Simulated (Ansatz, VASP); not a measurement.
## Na2C3 in VASP and in Ansatz

INCAR

```
  ALGO = Normal
  EDIFF = 1E-6
  ENCUT = 520
  GGA = PE
  ISIF = 2
  ISMEAR = 0
  ISPIN = 2
  LASPH = True
  LCHARG = False
  LORBIT = 11
  LREAL = False
  LWAVE = False
  MAGMOM = 0 0 1 1 1
  NBANDS = 25
  NELM = 150
  PREC = Accurate
  SIGMA = 0.1
```

File KPOINTS:

```
k-points
0
Gamma
  6 6 6
```

The input POSCAR:

```
Na2C3
1.0
    1.6395759508      0.9466096165      8.5359487110
   -1.6395759508      0.9466096165      8.5359487110
    0.0000000000     -1.8932192331      8.5359487110
Na C
2 3
Direct
    0.9327927042      0.9327927042      0.9327927042
    0.0672072958      0.0672072958      0.0672072958
    0.0000000000      0.0000000000      0.5000000000
    0.5000000000      0.0000000000      0.0000000000
    0.0000000000      0.5000000000      0.0000000000
```

Input for Ansatz:

```yaml
crystal:
  lattice:
    - [1.6395759508, 0.9466096165, 8.535948711]
    - [-1.6395759508, 0.9466096165, 8.535948711]
    - [0.0, -1.8932192331, 8.535948711]
  atoms:
    - { symbol: Na, position: [0.9327927042, 0.9327927042, 0.9327927042] }
    - { symbol: Na, position: [0.0672072958, 0.0672072958, 0.0672072958] }
    - { symbol: C, position: [0.0, 0.0, 0.5], spin: 1.0 }
    - { symbol: C, position: [0.5, 0.0, 0.0], spin: 1.0 }
    - { symbol: C, position: [0.0, 0.5, 0.0], spin: 1.0 }
basis:
  ecutwfc: 420
kpoints:
  mp_grid: { grid: [6, 6, 6] }
hamiltonian:
  xc: pbe
scf:
  occupations: { method: gaussian, width: 0.1 }
  lower_state_search: "off"
output:
  forces: true
  stress: true
  eigenvalues: true
  populations: true
magnetization:
  spin_polarized: true
```

Alike in both runs: task single point; functional PBE; k mesh 6 × 6 × 6; occupations gaussian, width 0.1 eV; collinear spin.

|  | VASP | Ansatz |
| --- | --- | --- |
| version | VASP 6.6.1 | Ansatz 0.2.0 |
| potentials or method | VASP PAW PBE potentials, release 64 (Na_pv, C), cutoff 520 eV | scalar-relativistic, plane waves, PAW |
| valence electrons in the cell | 26 | 30 |

VASP gave:

```
gap on the k mesh at the Fermi level (eV)                     : none
pressure (GPa)                                                : 0.1
traceless stress, the component that is largest in VASP (GPa) : -0.08
net moment per atom (μB)                                      : 0.00
```

Problem. Estimate Ansatz's values.

Solution. gap on the k mesh at the Fermi level (eV): none; pressure (GPa): 0.1; traceless stress, the component that is largest in VASP (GPa): -0.05; net moment per atom (μB): 0.00.

A gap of «none» marks a metal or a gap that the smearing closes. VASP's potentials hold 26 valence electrons a cell and Ansatz's 30, so a difference there can come from the potentials and not from the codes. Ansatz's warnings: seeded moment not kept.

The k mesh is coarse, so the values compare programs but aren't converged.
